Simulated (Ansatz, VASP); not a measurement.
**PdPtS3: VASP beside Ansatz**

```
Pd Pt S
1.0
     4.15474    0.00000    0.00000
    -2.07737    3.59811    0.00000
     0.00000    0.00000    6.63293
Pd Pt S
1 1 3
Direct
  0.00000 0.00000 0.85400
  0.00000 0.00000 0.20563
  0.33333 0.66667 0.95229
  0.66667 0.33333 0.95229
  0.00000 0.00000 0.57255
```

Alike in both runs: task single point; functional PBE; k mesh 6 × 6 × 4; occupations gaussian, width 0.1 eV; no spin polarisation.

|  | VASP | Ansatz |
| --- | --- | --- |
| version | VASP 6.6.1 | Ansatz 0.2.0 |
| potentials or method | VASP PAW PBE potentials, release 64 (Pd, Pt, S), cutoff 520 eV | scalar-relativistic, plane waves, PAW |
| valence electrons in the cell | 38 | 54 |

|  | VASP | Ansatz | Ansatz less VASP |
| --- | --- | --- | --- |
| gap on the k mesh at the Fermi level (eV) | none | none | - |
| pressure (GPa) | 25.3 | 25.5 | +0.21 |
| traceless stress, the component that is largest in VASP (GPa) | 16.30 | 16.37 | +0.071 |
| rms of the force components (eV/Å) | 3.931 | 3.934 | +0.0034 |

Atom by atom the forces differ by 0.040 eV/Å (rms over components). A gap of «none» marks a metal or a gap that the smearing closes. VASP's potentials hold 38 valence electrons a cell and Ansatz's 54, so a difference there can come from the potentials and not from the codes.

Spin-orbit coupling is off throughout.
